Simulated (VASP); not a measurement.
# PbS (Galena) (Fm-3m) in VASP: further runs

Runs on PbS (Galena). Level: LDA. Tasks: relaxation of cell and atoms.

Everything below comes from runs of VASP 6.6.1. Logs are shortened: lines on timing, memory, paths and dates and some standing lists are left out, and cuts for length are marked.

## (1) The cell of the first run

Symmetry: Fm-3m, No. 225, cubic system. The conventional cell has a = 5.931 Å, b = 5.931 Å, c = 5.931 Å, α = 90.00°, β = 90.00°, γ = 90.00°. Pb (site symmetry m-3m) has 6 S at 2.97 Å within 3.9 Å. Within 3.9 Å of S (site symmetry m-3m) lie 6 Pb at 2.97 Å.

## (2) Relaxation of cell and atoms, LDA

Contents of INCAR:

```
PREC = Accurate
ENCUT = 600
EDIFF = 1E-6
ISMEAR = 0
SIGMA = 0.01
LREAL = F
LASPH = T
NELM = 60
ALGO = Normal
ISIF = 3
LWAVE = F
LCHARG = F
GGA = CA
IBRION = 2
NSW = 100
EDIFFG = -0.1
```

Contents of KPOINTS:

```
Automatic mesh
0
Gamma
  7 7 7
```

Contents of POSCAR:

```
PbS
1.0
    0.0000000000      2.9657500000      2.9657500000
    2.9657500000      0.0000000000      2.9657500000
    2.9657500000      2.9657500000      0.0000000000
Pb S
1 1
Direct
    0.0000000000      0.0000000000      0.0000000000
    0.5000000000      0.5000000000      0.5000000000
```

Potentials or basis: VASP PAW LDA potentials, release 64 (Pb_d, S).

Run with:

```sh
$ cat potpaw_LDA.64/Pb_d/POTCAR potpaw_LDA.64/S/POTCAR > POTCAR
$ mpirun -np 1 vasp_std > vasp.out
```

OUTCAR:

```text
PREC = Accurate
   ENCUT = 600
   EDIFF = 1E-6
   ISMEAR = 0
   LREAL = F
   LASPH = T
   NELM = 60
   ISIF = 3
   GGA = CA
   IBRION = 2
   NSW = 100
   EDIFFG = -0.1

 ion  position               nearest neighbor table
   1  0.000  0.000  0.000-   2 2.97   2 2.97   2 2.97   2 2.97   2 2.97   2 2.97
   2  0.500  0.500  0.500-   1 2.97   1 2.97   1 2.97   1 2.97   1 2.97   1 2.97

  LATTYP: Found a face centered cubic cell.
 ALAT       =     5.9315000000

  Lattice vectors:

 A1 = (   0.0000000000,   2.9657500000,   2.9657500000)
 A2 = (   2.9657500000,   0.0000000000,   2.9657500000)
 A3 = (   2.9657500000,   2.9657500000,   0.0000000000)

Analysis of symmetry for initial positions (statically):
=====================================================================
 Subroutine PRICEL returns:
 Original cell was already a primitive cell.

 Routine SETGRP: Setting up the symmetry group for a
 face centered cubic supercell.

 Subroutine GETGRP returns: Found 48 space group operations
[... 9 lines left out ...]

 Routine SETGRP: Setting up the symmetry group for a
 face centered cubic supercell.

 Subroutine GETGRP returns: Found 48 space group operations
[... 11 lines left out ...]
                                     Primitive cell

  volume of cell :      52.1715

  direct lattice vectors                    reciprocal lattice vectors
     0.000000000  2.965750000  2.965750000    -0.168591419  0.168591419  0.168591419
     2.965750000  0.000000000  2.965750000     0.168591419 -0.168591419  0.168591419
     2.965750000  2.965750000  0.000000000     0.168591419  0.168591419 -0.168591419

  length of vectors
     4.194203873  4.194203873  4.194203873     0.292008903  0.292008903  0.292008903

  position of ions in fractional coordinates (direct lattice)
     0.000000000  0.000000000  0.000000000
     0.500000000  0.500000000  0.500000000

  ion indices of the primitive-cell ions
   primitive index   ion index
                 1           1
                 2           2

----------------------------------------------------------------------------------------

 KPOINTS: Automatic mesh

Automatic generation of k-mesh.
 Grid dimensions read from file:
 generate k-points for:    7    7    7

 Generating k-lattice:

  Cartesian coordinates                     Fractional coordinates (reciprocal lattice)
    -0.024084488  0.024084488  0.024084488     0.142857143  0.000000000  0.000000000
     0.024084488 -0.024084488  0.024084488     0.000000000  0.142857143  0.000000000
     0.024084488  0.024084488 -0.024084488     0.000000000  0.000000000  0.142857143

  Length of vectors
     0.041715558  0.041715558  0.041715558

  Shift w.r.t. Gamma in fractional coordinates (k-lattice)
     0.000000000  0.000000000  0.000000000

 Subroutine IBZKPT returns following result:
 ===========================================

 Found     20 irreducible k-points:

 Following reciprocal coordinates:
            Coordinates               Weight
  0.000000  0.000000  0.000000      1.000000
  0.142857  0.000000  0.000000      8.000000
  0.285714  0.000000  0.000000      8.000000
  0.428571  0.000000  0.000000      8.000000
  0.142857  0.142857  0.000000      6.000000
  0.285714  0.142857  0.000000     24.000000
[... 12 lines left out ...]
 -0.428571  0.428571  0.142857     24.000000
 -0.285714  0.428571  0.142857     24.000000
   k-points           NKPTS =     20   k-points in BZ     NKDIM =     20   number of bands    NBANDS=     14
   number of dos      NEDOS =    301   number of ions     NIONS =      2
   total plane-waves  NPLWV =  46656
   dimension x,y,z NGX =    36 NGY =   36 NGZ =   36
   dimension x,y,z NGXF=    72 NGYF=   72 NGZF=   72
   ions per type =               1   1
   NGX,Y,Z   is equivalent  to a cutoff of  14.27, 14.27, 14.27 a.u.
   NGXF,Y,Z  is equivalent  to a cutoff of  28.54, 28.54, 28.54 a.u.
 SYSTEM =  unknown system
   PREC   = accura    normal or accurate (medium, high low for compatibility)
   ISTART =      0    job   : 0-new  1-cont  2-samecut
   ICHARG =      2    charge: 1-file 2-atom 10-const
   ISPIN  =      1    spin polarized calculation?
   LNONCOLLINEAR =      F non collinear calculations
   LSORBIT =      F    spin-orbit coupling
   LASPH  =      T    aspherical Exc in radial PAW
   ENCUT  =  600.0 eV  44.10 Ry    6.64 a.u.   8.38  8.38  8.38*2*pi/ulx,y,z
   NELM   =     60;   NELMIN=  2; NELMDL= -5     # of ELM steps
   EDIFF  = 0.1E-05   stopping-criterion for ELM
   LREAL  =      F    real-space projection
   EDIFFG = -.1E+00   stopping-criterion for IOM
   NSW    =    100    number of steps for IOM
   IBRION =      2    ionic relax: 0-MD 1-quasi-New 2-CG
   NFREE  =      1    steps in history (QN), initial steepest desc. (CG)
   ISIF   =      3    stress and relaxation
   ISYM   =      2    0-nonsym 1-usesym 2-fastsym
   POTIM  = 0.5000    time-step for ionic-motion
   TEBEG  =    0.0;   TEEND  =   0.0 temperature during run
   PSTRESS=    0.0 pullay stress
   NELECT =      20.0000    total number of electrons
   NUPDOWN=      -1.0000    fix difference up-down
   EMIN   =  10.00;   EMAX   =-10.00  energy-range for DOS
   EFERMI =   0.00;   METHOD = LEGACY
   ISMEAR =     0;   SIGMA  =   0.01  broadening in eV -4-tet -1-fermi 0-gaus
   EFERMI_NEDOS =   21; number of points for ismear=-14 and -15
   IALGO  =     38    algorithm
   IMIX   =      4    mixing-type and parameters
     AMIX     =   0.40;   BMIX     =  1.00
     AMIX_MAG =   1.60;   BMIX_MAG =  1.00
  volume/ion in A,a.u.               =      26.09       176.04
  Fermi-wavevector in a.u.,A,eV,Ry     =   1.189251  2.247359 19.242973  1.414319
  Thomas-Fermi vector in A             =   2.325363
   LORBIT       =      0    0 simple, 1 ext, 2 COOP (PROOUT), +10 PAW based schemes
   GGA     = CA    functional components
   LHFCALC =     F    Hartree Fock is set to
   AEXX    =    0.0000 exact exchange contribution
   IVDW    =     0    specifies the selected vdW correction
   LEPSILON=     F    determine dielectric tensor
   LRPA    =     F    only Hartree local field effects (RPA)
 conjugate gradient relaxation of ions
 non-spin polarized calculation
 Gauss-broadening in eV      SIGMA  =   0.01
  energy-cutoff  :      600.00
  volume of cell :       52.17
 maximum number of plane-waves:      1807
 NGX is ok and might be reduce to    36
   NGX = 17   NGY = 17   NGZ = 17

--------------------------------------- Ionic step        1  -------------------------------------------

 number of electron      20.0000002 magnetization

 Free energy of the ion-electron system (eV)
  ---------------------------------------------------
  ext. energy  EPLUGINS =         0.00000000
  ---------------------------------------------------
  free energy    TOTEN  =        -9.98481961 eV

  energy without entropy =       -9.98481961  energy(sigma->0) =       -9.98481961

------------------------ aborting loop because EDIFF is reached ----------------------------------------

  FORCE on cell =-STRESS in cart. coord.  units (eV):
  Direction    XX          YY          ZZ          XY          YZ          ZX
  --------------------------------------------------------------------------------------
  -------------------------------------------------------------------------------------
  Total       -0.8342796     -0.8342796     -0.8342796      0.0000000      0.0000000      0.0000000
  in kB      -25.6205601    -25.6205601    -25.6205601      0.0000000      0.0000000      0.0000000
  external PRESSURE =     -25.6205601 kB  Pullay stress =       0.0000000 kB

 VOLUME and BASIS-vectors are now :
 -----------------------------------------------------------------------------
  energy-cutoff  :      600.00
  volume of cell :       52.17
      direct lattice vectors                 reciprocal lattice vectors
     0.000000000  2.965750000  2.965750000    -0.168591419  0.168591419  0.168591419
     2.965750000  0.000000000  2.965750000     0.168591419 -0.168591419  0.168591419
     2.965750000  2.965750000  0.000000000     0.168591419  0.168591419 -0.168591419

 POSITION                                       TOTAL-FORCE (eV/Angst)
 -----------------------------------------------------------------------------------
      0.00000      0.00000      0.00000         0.000000     -0.000000      0.000000
      2.96575      2.96575      2.96575        -0.000000      0.000000     -0.000000
 -----------------------------------------------------------------------------------
    total drift:                                0.000000      0.000000      0.000000

  FREE ENERGIE OF THE ION-ELECTRON SYSTEM (eV)
  ---------------------------------------------------
  free  energy   TOTEN  =        -9.9848196125 eV
[... 17 lines left out ...]
 VOLUME and BASIS-vectors are now :
 -----------------------------------------------------------------------------
  energy-cutoff  :      600.00
  volume of cell :       49.08
      direct lattice vectors                 reciprocal lattice vectors
     0.000000000  2.906067448  2.906067448    -0.172053818  0.172053818  0.172053818
     2.906067448  0.000000000  2.906067448     0.172053818 -0.172053818  0.172053818
     2.906067448  2.906067448  0.000000000     0.172053818  0.172053818 -0.172053818

 POSITION                                       TOTAL-FORCE (eV/Angst)
 -----------------------------------------------------------------------------------
      2.90607      5.81213      2.90607        -0.000000      0.000000      0.000000
      2.90607      2.90607      2.90607         0.000000     -0.000000     -0.000000
 -----------------------------------------------------------------------------------
    total drift:                                0.000000      0.000000      0.000000

  FREE ENERGIE OF THE ION-ELECTRON SYSTEM (eV)
  ---------------------------------------------------
  free  energy   TOTEN  =        -9.9999531647 eV

  energy  without entropy=       -9.9999531647  energy(sigma->0) =       -9.99995316

--------------------------------------- Ionic step        3  -------------------------------------------

 number of electron      20.0000001 magnetization

 Free energy of the ion-electron system (eV)
  ---------------------------------------------------
  ext. energy  EPLUGINS =         0.00000000
  ---------------------------------------------------
  free energy    TOTEN  =       -10.00312797 eV

  energy without entropy =      -10.00312797  energy(sigma->0) =      -10.00312797

 E-fermi :   5.9207     XC(G=0): -10.2293

 val. band max:        5.8677625930   @ k =   0.4286   0.0000   0.0000
 cond. band min:       6.7154392679   @ k =   0.4286   0.0000   0.0000
 fundamental gap:      0.8476766748
 Fermi energy:         5.9207175665

 k-point     1 :       0.0000    0.0000    0.0000
  band No.  band energies     occupation
      1     -10.6777      2.00000
      2     -10.6777      2.00000
      3     -10.6777      2.00000
      4     -10.6704      2.00000
      5     -10.6704      2.00000
      6      -7.7945      2.00000
      7       0.1801      2.00000
      8       3.7986      2.00000
      9       3.7986      2.00000
     10       3.7986      2.00000
     11      11.3795      0.00000
     12      11.3795      0.00000
     13      11.3795      0.00000
     14      12.7175      0.00000

 k-point     2 :       0.1429    0.0000    0.0000
  band No.  band energies     occupation
      1     -10.6794      2.00000
      2     -10.6794      2.00000
      3     -10.6769      2.00000
      4     -10.6654      2.00000
      5     -10.6654      2.00000
      6      -7.6051      2.00000
      7      -0.4876      2.00000
      8       3.8594      2.00000
      9       3.8594      2.00000
     10       4.2969      2.00000
     11       9.8134      0.00000
     12      10.3450      0.00000
     13      10.3450      0.00000
     14      12.6544      0.00000
[... 317 lines left out ...]
 VOLUME and BASIS-vectors are now :
 -----------------------------------------------------------------------------
  energy-cutoff  :      600.00
  volume of cell :       49.96
      direct lattice vectors                 reciprocal lattice vectors
     0.000000000  2.923254017  2.923254017    -0.171042269  0.171042269  0.171042269
     2.923254017  0.000000000  2.923254017     0.171042269 -0.171042269  0.171042269
     2.923254017  2.923254017  0.000000000     0.171042269  0.171042269 -0.171042269

 POSITION                                       TOTAL-FORCE (eV/Angst)
 -----------------------------------------------------------------------------------
      0.00000      0.00000      0.00000         0.000000      0.000000     -0.000000
      2.92325      2.92325      2.92325        -0.000000      0.000000      0.000000
 -----------------------------------------------------------------------------------
    total drift:                                0.000000      0.000000      0.000000

  FREE ENERGIE OF THE ION-ELECTRON SYSTEM (eV)
  ---------------------------------------------------
  free  energy   TOTEN  =       -10.0031279729 eV

  energy  without entropy=      -10.0031279729  energy(sigma->0) =      -10.00312797

 reached required accuracy - stopping structural energy minimisation
```

Run time: 28 s. Hardware: 1 thread of Intel Xeon Platinum 8259CL at 2.50GHz (Skylake/Cascade Lake), shared host; peak memory 0.18 GiB.

Results:

| Quantity | Value |
| --- | --- |
| Free energy | -10.0031 eV |
| Relaxed volume | 24.98 Å³/atom |
| Relaxed cell | a = 4.134 Å, b = 4.134 Å, c = 4.134 Å, α = 60.00°, β = 60.00°, γ = 60.00° |
| Space group after relaxing (to 0.05 Å) | Fm-3m (No. 225) |
| Energy gained by relaxing | 9.2 meV/atom |
| Ionic steps | 3 |
| Pressure after relaxing | 0.0 GPa |

The path:
| step | energy change (eV) | largest force (eV/Å) | pressure (GPa) | volume (Å³) |
| --- | --- | --- | --- | --- |
| 1 | 0.0000 | 0.0000 | -2.56 | 52.17 |
| 2 | -0.0151 | 0.0000 | 1.19 | 49.08 |
| 3 | -0.0183 | 0.0000 | 0.03 | 49.96 |

Final structure:
```xyz
2
Lattice="0.0000 2.9233 2.9233 2.9233 0.0000 2.9233 2.9233 2.9233 0.0000" Properties=species:S:1:pos:R:3 pbc="T T T"
Pb    0.0000    0.0000    0.0000
S     2.9233    2.9233    2.9233
```

Levels at points of the mesh, in eV from the Fermi level:
| k point | band 6 | band 7 | band 8 | band 9 | band 10 | band 11 | band 12 | band 13 | band 14 |
| --- | --- | --- | --- | --- | --- | --- | --- | --- | --- |
| (0.00, 0.00, 0.00) | -13.72 | -5.74 | -2.12 | -2.12 | -2.12 | 5.46 | 5.46 | 5.46 | 6.80 |

Caveat: this odd mesh misses L, where the gap lies, so gap, dielectric constants and Born charges aren't listed; spin-orbit coupling is left out, which moves the levels of the heavy elements.

## (3) Relaxation of cell and atoms, LDA, target pressure 2 GPa, at which the enthalpy is minimised

Contents of INCAR:

```
PREC = Accurate ; ENCUT = 600
EDIFF = 1E-6 ; ISMEAR = 0
SIGMA = 0.01 ; LREAL = F
LASPH = T ; NELM = 60
ALGO = Normal ; ISIF = 3
LWAVE = F ; LCHARG = F
GGA = CA ; IBRION = 2
NSW = 100 ; EDIFFG = -0.1
PSTRESS = 20.0
```

Contents of KPOINTS:

```
regular mesh
0
Gamma
  7 7 7
```

POSCAR is that of step 2.

Potentials or basis: VASP PAW LDA potentials, release 64 (Pb_d, S).

Run with:

```sh
$ cat potpaw_LDA.64/Pb_d/POTCAR potpaw_LDA.64/S/POTCAR > POTCAR
$ mpirun -np 1 vasp_std > vasp.out
```

OUTCAR:

```text
PREC = Accurate
   ENCUT = 600
   EDIFF = 1E-6
   ISMEAR = 0
   LREAL = F
   LASPH = T
   NELM = 60
   ISIF = 3
   GGA = CA
   IBRION = 2
   NSW = 100
   EDIFFG = -0.1
   PSTRESS = 20.0

 ion  position               nearest neighbor table
   1  0.000  0.000  0.000-   2 2.97   2 2.97   2 2.97   2 2.97   2 2.97   2 2.97
   2  0.500  0.500  0.500-   1 2.97   1 2.97   1 2.97   1 2.97   1 2.97   1 2.97

  LATTYP: Found a face centered cubic cell.
 ALAT       =     5.9315000000

  Lattice vectors:

 A1 = (   0.0000000000,   2.9657500000,   2.9657500000)
 A2 = (   2.9657500000,   0.0000000000,   2.9657500000)
[... 180 lines left out ...]
  -------------------------------------------------------------------------------------
  Total       -0.8342796     -0.8342796     -0.8342796      0.0000000      0.0000000      0.0000000
  in kB      -25.6205601    -25.6205601    -25.6205601      0.0000000      0.0000000      0.0000000
  external PRESSURE =     -45.6205601 kB  Pullay stress =      20.0000000 kB
[... 63 lines left out ...]
--------------------------------------- Ionic step        3  -------------------------------------------

 number of electron      19.9999998 magnetization

 Free energy of the ion-electron system (eV)
  ---------------------------------------------------
  ext. energy  EPLUGINS =         0.00000000
  ---------------------------------------------------
  free energy    TOTEN  =        -9.99445301 eV

  energy without entropy =       -9.99445301  energy(sigma->0) =       -9.99445301

 E-fermi :   6.3671     XC(G=0): -10.3649

 val. band max:        6.2612682992   @ k =   0.4286   0.0000   0.0000
 cond. band min:       7.1041596978   @ k =   0.4286   0.0000   0.0000
 fundamental gap:      0.8428913987
 Fermi energy:         6.3670786636

 k-point     1 :       0.0000    0.0000    0.0000
  band No.  band energies     occupation
      1     -10.3312      2.00000
      2     -10.3312      2.00000
      3     -10.3312      2.00000
      4     -10.3250      2.00000
      5     -10.3250      2.00000
      6      -7.6689      2.00000
      7       0.6484      2.00000
      8       4.0555      2.00000
      9       4.0555      2.00000
     10       4.0555      2.00000
     11      11.8763      0.00000
     12      11.8763      0.00000
     13      11.8763      0.00000
     14      13.0499      0.00000
[... 354 lines left out ...]
  energy  without entropy=       -9.9944530098  energy(sigma->0) =       -9.99445301

  enthalpy is  TOTEN    =        -9.3886777421 eV   P V=        0.6057752677

 reached required accuracy - stopping structural energy minimisation
```

OSZICAR:

```text
N       E                     dE             d eps       ncg     rms          rms(c)
DAV:   1     0.166612804153E+03    0.16661E+03   -0.10699E+04   560   0.166E+03
DAV:   2     0.439167549567E+01   -0.16222E+03   -0.15793E+03   578   0.373E+02
DAV:   3    -0.996232436140E+01   -0.14354E+02   -0.14160E+02   704   0.112E+02
[... 25 lines left out ...]
DAV:   4    -0.999443865443E+01   -0.14347E-03   -0.36157E-03   560   0.606E-01    0.101E-01
DAV:   5    -0.999444860310E+01   -0.99487E-05   -0.29398E-04   700   0.223E-01    0.428E-02
DAV:   6    -0.999445452778E+01   -0.59247E-05   -0.33706E-05   656   0.699E-02    0.782E-03
DAV:   7    -0.999445305843E+01    0.14694E-05   -0.28463E-06   580   0.235E-02    0.286E-03
DAV:   8    -0.999445300975E+01    0.48679E-07   -0.58302E-07   316   0.663E-03
   3 F= -.93886777E+01 E0= -.93886777E+01  d E =-.551161E-01
```

It took 31 s on 1 thread of Intel Xeon Platinum 8259CL at 2.50GHz (Skylake/Cascade Lake), shared host; peak memory 0.18 GiB.

Results:

```yaml
Free_energy: -9.9945 eV
Relaxed_volume: 24.26 Å³/atom
Relaxed_cell: a = 4.094 Å, b = 4.094 Å, c = 4.094 Å, α = 60.00°, β = 60.00°, γ = 60.00°
Space_group_after_relaxing_to_0.05_Å: Fm-3m (No. 225)
Energy_change_on_relaxing_the_enthalpy_is_what_falls: -4.8 meV/atom
Ionic_steps: 3
Pressure_after_relaxing: 2.0 GPa
```

The path:
```tsv
step	energy change (eV)	largest force (eV/Å)	pressure (GPa)	volume (Å³)
1	0.0000	0.0000	-2.56	52.17
2	0.0279	0.0000	4.91	46.76
3	-0.0096	0.0000	1.99	48.53
```

Final structure:
```
CELL_PARAMETERS angstrom
0.00000 2.89504 2.89504
2.89504 0.00000 2.89504
2.89504 2.89504 0.00000
ATOMIC_POSITIONS crystal
Pb 0.00000 0.00000 0.00000
S 0.50000 0.50000 0.50000
```

Caveat: this odd mesh misses L, where the gap lies, so gap, dielectric constants and Born charges aren't listed; the cell is relaxed towards a set pressure, so the enthalpy falls and the energy may rise; spin-orbit coupling is left out, which moves the levels of the heavy elements. LDA usually gives volumes a few per cent too small.

(Part 1 of 2 ends here.)
